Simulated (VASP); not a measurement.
## B: relaxation of cell and atoms with PBE

The system is B.

```
B
1.0
     4.53769    0.00000    0.00000
     0.00000    4.53769    0.00000
     0.00000    0.00000    3.20902
B
8
Direct
  0.07481 0.29563 0.25767
  0.92519 0.70437 0.75767
  0.70437 0.07481 0.00767
  0.29563 0.92519 0.50767
  0.29563 0.07481 0.99233
  0.70437 0.92519 0.49233
  0.92519 0.29563 0.74233
  0.07481 0.70437 0.24233
```

The cell was generated, and may not be a known phase.

```yaml
Program: VASP 6.6.1
Task: relaxation of cell and atoms
Functional: PBE
Potentials_or_basis: VASP PAW PBE potentials, release 64 (B)
Cutoff: 600 eV
k_mesh: 8 × 8 × 12
Occupations: gaussian, width 0.01 eV
Spin: no spin polarisation
Dipole_correction: no
Further_INCAR_settings: ALGO = Normal; EDIFF = 1e-06; IBRION = 2; EDIFFG = -0.01; NSW = 100; ISIF = 3
```

* Relaxed volume: 8.19 Å³/atom
* Relaxed cell: a = 4.498 Å, b = 4.498 Å, c = 3.237 Å, α = 90.00°, β = 90.00°, γ = 90.00°
* Space group after relaxing (to 0.1 Å): P4_322 (No. 95)
* Energy gained by relaxing: 1.7 meV/atom
* Ionic steps: 10
* Pressure after relaxing: -0.1 GPa
* Largest force after relaxing: 0.009 eV/Å
* Band gap on the k mesh: zero (bands 12 and 13 overlap by 0.24 eV)

Forces in eV/Å, atoms in the order of the input:
```
B   -0.002 -0.002 -0.009
B    0.002  0.002 -0.009
B    0.002 -0.002 -0.009
B   -0.002  0.002 -0.009
B   -0.002 -0.002  0.009
B    0.002  0.002  0.009
B    0.002 -0.002  0.009
B   -0.002  0.002  0.009
```

The path:
| step | energy change (eV) | largest force (eV/Å) | pressure (GPa) | volume (Å³) |
| --- | --- | --- | --- | --- |
| 1 | 0.0000 | 0.1623 | -0.23 | 66.08 |
| 2 | -0.0078 | 0.2068 | -0.62 | 65.96 |
| 3 | -0.0081 | 0.1642 | -0.57 | 65.98 |
| 4 | -0.0128 | 0.0641 | -0.54 | 65.67 |
| 5 | -0.0129 | 0.0441 | -0.55 | 65.72 |
| 6 | -0.0136 | 0.0124 | 0.07 | 65.47 |
| 7 | -0.0136 | 0.0114 | 0.10 | 65.46 |
| 8 | -0.0137 | 0.0126 | 0.01 | 65.48 |
| 9 | -0.0137 | 0.0137 | 0.00 | 65.48 |
| 10 | -0.0137 | 0.0092 | -0.06 | 65.49 |

Final structure:
```xyz
8
Lattice="4.4977 0.0000 0.0000 0.0000 4.4977 0.0000 0.0000 0.0000 3.2374" Properties=species:S:1:pos:R:3 pbc="T T T"
B     0.3381    1.3364    0.8308
B     4.1596    3.1613    2.4495
B     3.1613    0.3381    0.0215
B     1.3364    4.1596    1.6402
B     1.3364    0.3381    3.2159
B     3.1613    4.1596    1.5972
B     4.1596    1.3364    2.4065
B     0.3381    3.1613    0.7878
```

Levels at points of the mesh, in eV from the Fermi level:
```
           k point  band 10  band 11  band 12  band 13  band 14  band 15
(0.00, 0.00, 0.00)    -2.36    -2.13    -2.13     1.72     1.73     1.73
(0.50, 0.00, 0.00)    -2.70    -2.39    -0.50     0.28     1.67     1.96
(0.50, 0.50, 0.00)    -3.37    -1.32    -0.11     0.36     0.70     0.70
(0.00, 0.00, 0.50)    -5.63    -2.92    -2.92     1.51     1.51     1.82
(0.50, 0.00, 0.50)    -4.50    -2.53    -2.53     0.71     0.71     2.70
(0.50, 0.50, 0.50)    -2.67    -1.76    -1.76     0.59     0.59     2.69
```

Wall time 11 min on 1 thread of Intel Xeon 8259CL, on a shared host, peak memory 0.25 GiB.
